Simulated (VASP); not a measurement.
# Li (P1) in VASP: further runs, part 2 of 2

VASP 6.6.1. The steps go on from the part before.

## 3. Single point, r2SCAN

POSCAR

```
Li
1.0
    8.9088800000      0.0000000000      0.0000000000
    0.0000000000      4.4544400000      0.0000000000
    0.0000000000      0.0000000000      4.4544400000
Li
8
Direct
    0.4529656927      0.1392877668      0.6221336464
    0.1801495811      0.3692039852      0.3757058126
    0.0537542317      0.6245792962      0.8452896436
    0.3000486032      0.8618023814      0.1268913713
    0.9360243936      0.1058344034      0.6294425337
    0.6903339140      0.3756070348      0.3688629772
    0.5843364149      0.6501497382      0.8879351838
    0.8023871688      0.8735353939      0.1437388314
```

INCAR.step1

```
PREC     = Accurate       # precision mode
ENCUT    = 720            # plane-wave cutoff, eV
ISMEAR   = 1              # smearing method
SIGMA    = 0.05           # smearing width, eV
LREAL    = F              # projectors in reciprocal space
LASPH    = T              # aspherical terms in the spheres
NELM     = 120            # most SCF steps
NBANDS   = 22             # bands
GGA      = PE             # functional
ALGO     = Normal         # electronic algorithm
EDIFF    = 1E-5           # SCF threshold, eV
LWAVE    = T              # write WAVECAR
LCHARG   = F              # write CHGCAR
GGA_COMPAT= F
```

INCAR.step2

```
PREC     = Accurate       # precision mode
ENCUT    = 720            # plane-wave cutoff, eV
EDIFF    = 1E-6           # SCF threshold, eV
ISMEAR   = 1              # smearing method
SIGMA    = 0.05           # smearing width, eV
LREAL    = F              # projectors in reciprocal space
LASPH    = T              # aspherical terms in the spheres
NELM     = 120            # most SCF steps
ALGO     = Normal         # electronic algorithm
ISIF     = 2              # what is computed and relaxed
LWAVE    = F              # write WAVECAR
LCHARG   = F              # write CHGCAR
METAGGA  = R2SCAN         # meta-GGA
LMIXTAU  = T            
NBANDS   = 22             # bands
ISTART   = 1            
GGA_COMPAT= F
```

KPOINTS

```
Automatic mesh
0
Gamma
  1 2 2
```

Potentials or basis: VASP PAW PBE potentials, release 64 (Li_sv).

The run is started by

```
cat potpaw_PBE.64/Li_sv/POTCAR > POTCAR
cp INCAR.step1 INCAR
mpirun -np 1 vasp_std > vasp.out
cp INCAR.step2 INCAR
mpirun -np 1 vasp_std > vasp.out
```

OUTCAR:

```text
PREC = Accurate
   ENCUT = 720
   EDIFF = 1E-6
   ISMEAR = 1
   LREAL = F
   LASPH = T
   NELM = 120
   ISIF = 2
   METAGGA = R2SCAN
   ISTART = 1

 ion  position               nearest neighbor table
   1  0.453  0.139  0.622-
   2  0.180  0.369  0.376-
   3  0.054  0.625  0.845-   5 2.57
   4  0.300  0.862  0.127-
   5  0.936  0.106  0.629-   3 2.57
   6  0.690  0.376  0.369-
   7  0.584  0.650  0.888-   8 2.46
   8  0.802  0.874  0.144-   7 2.46

  LATTYP: Found a simple tetragonal cell.
 ALAT       =     4.4544400000
 C/A-ratio  =     2.0000000000

  Lattice vectors:

 A1 = (   0.0000000000,   4.4544400000,   0.0000000000)
 A2 = (   0.0000000000,   0.0000000000,   4.4544400000)
 A3 = (   8.9088800000,   0.0000000000,   0.0000000000)

Analysis of symmetry for initial positions (statically):
=====================================================================
 Subroutine PRICEL returns:
 Original cell was already a primitive cell.

[... 164 lines left out ...]
 cond. band min:       0.3910978317   @ k =   0.0000   0.5000   0.0000
 fundamental gap:      0.0217248353
 Fermi energy:         0.3805124859

 k-point     1 :       0.0000    0.0000    0.0000
  band No.  band energies     occupation
      1     -48.4360      2.00000
      2     -48.3728      2.00000
      3     -48.2332      2.00000
      4     -48.1712      2.00000
      5     -48.1391      2.00000
      6     -48.1366      2.00000
[... 89 lines left out ...]
     21       4.9149      0.00000
     22       4.9821      0.00000

------------------------ aborting loop because EDIFF is reached ----------------------------------------

  FORCE on cell =-STRESS in cart. coord.  units (eV):
  Direction    XX          YY          ZZ          XY          YZ          ZX
  --------------------------------------------------------------------------------------
  -------------------------------------------------------------------------------------
  Total       -0.2702063      2.9779578     -0.5256109      1.6119881     -0.2685548      0.7716561
  in kB       -2.4490451     26.9910503     -4.7639329     14.6104328     -2.4340766      6.9939905
  external PRESSURE =       6.5926908 kB  Pullay stress =       0.0000000 kB

 VOLUME and BASIS-vectors are now :
 -----------------------------------------------------------------------------
  energy-cutoff  :      720.00
  volume of cell :      176.77
      direct lattice vectors                 reciprocal lattice vectors
     8.908880000  0.000000000  0.000000000     0.112247555  0.000000000  0.000000000
     0.000000000  4.454440000  0.000000000     0.000000000  0.224495110  0.000000000
     0.000000000  0.000000000  4.454440000     0.000000000  0.000000000  0.224495110

 POSITION                                       TOTAL-FORCE (eV/Angst)
 -----------------------------------------------------------------------------------
      4.03542      0.62045      2.77126        -0.097326      0.016624      0.079195
      1.60493      1.64460      1.67356         0.026680     -0.080955     -0.182974
      0.47889      2.78215      3.76529        -0.089269     -0.148394      0.197435
      2.67310      3.83885      0.56523         0.068292      0.002880     -0.068404
      8.33893      0.47143      2.80381        -0.083814      0.095341      0.117485
      6.15010      1.67312      1.64308         0.140508      0.048275      0.039773
      5.20578      2.89605      3.95525        -0.278282     -0.041117     -0.301613
      7.14837      3.89111      0.64028         0.313212      0.107347      0.119103
 -----------------------------------------------------------------------------------
    total drift:                               -0.040978      0.046922     -0.045323

  FREE ENERGIE OF THE ION-ELECTRON SYSTEM (eV)
  ---------------------------------------------------
  free  energy   TOTEN  =       -16.5982727049 eV

  energy  without entropy=      -16.5896451565  energy(sigma->0) =      -16.59539686
```

Wall time 2.5 min (1 thread of Intel Xeon Platinum 8375C at 2.90GHz (Ice Lake), shared host); peak memory 0.34 GiB.

Results:

| Quantity | Value |
| --- | --- |
| Free energy | -16.5983 eV |
| Pressure | 0.7 GPa |
| Largest force | 0.412 eV/Å |
| Band gap on the k mesh | zero (bands 12 and 13 overlap by 2.54 eV) |

Forces on the atoms (eV/Å):
```
Li  -0.097  0.017  0.079
Li   0.027 -0.081 -0.183
Li  -0.089 -0.148  0.197
Li   0.068  0.003 -0.068
Li  -0.084  0.095  0.117
Li   0.141  0.048  0.040
Li  -0.278 -0.041 -0.302
Li   0.313  0.107  0.119
```

Levels at points of the mesh, in eV from the Fermi level:
```tsv
k point	band 8	band 9	band 10	band 11	band 12	band 13	band 14	band 15	band 16	band 17
(0.00, 0.00, 0.00)	-48.45	-3.67	-2.11	-2.09	2.45	2.53	2.56	2.66	2.74	2.78
(0.00, 0.50, 0.00)	-48.46	-2.12	-2.09	-0.98	-0.89	-0.09	0.01	2.77	2.96	3.95
(0.00, 0.00, 0.50)	-48.46	-2.11	-2.09	-0.99	-0.97	0.02	0.05	2.81	2.91	3.94
(0.00, 0.50, 0.50)	-48.46	-0.99	-0.94	-0.02	-0.01	0.23	0.32	0.39	0.45	2.12
```

Caveat: the k points lie up to 0.71 Å⁻¹ apart, too coarse for converged energies and pressures of a metal; the PAW data sets were made with another functional, which shifts forces and pressure a little.
